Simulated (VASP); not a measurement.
Input of a VASP 6.6.1 run:

The input INCAR:

```
SYSTEM = Si
PREC     = Accurate       ! precision mode
ENCUT    = 520            ! plane-wave cutoff, eV
EDIFF    = 1E-6           ! SCF threshold, eV
ISMEAR   = 0              ! smearing method
SIGMA    = 0.05           ! smearing width, eV
LREAL    = .FALSE.        ! projectors in reciprocal space
LASPH    = .TRUE.         ! aspherical terms in the spheres
NELM     = 100            ! most SCF steps
ALGO     = Normal         ! electronic algorithm
ISIF     = 2              ! what is computed and relaxed
LWAVE    = .FALSE.        ! write WAVECAR
LCHARG   = .FALSE.        ! write CHGCAR
GGA      = PS             ! functional
NBANDS   = 11             ! bands
```

Contents of KPOINTS:

```
regular mesh
0
G
  22 22 12
  0 0 0
```

Contents of POSCAR:

```
Si
1.0
    2.3931129719      0.0000000000      0.0000000000
   -1.1965564859      2.0724966278      0.0000000000
    0.0000000000      0.0000000000      4.0502002765
Si
2
Direct
    0.3333333333      0.6666666667      0.2500000000
    0.6666666667      0.3333333333      0.7500000000
```

Potentials or basis: VASP PAW PBE potentials, release 64 (Si).

Run with:

```bash
$ cat potpaw_PBE.64/Si/POTCAR > POTCAR
$ mpirun -np 1 vasp_std > vasp.out
```

Problem. Estimate the pressure.

Solution. 67.6 GPa.

Problem. Predict the band gap on the k mesh.

Solution. Zero (bands 4 and 5 overlap by 15.59 eV).

Caveat: the cell stands under pressure; the PAW data sets were made with another functional, which shifts forces and pressure a little.
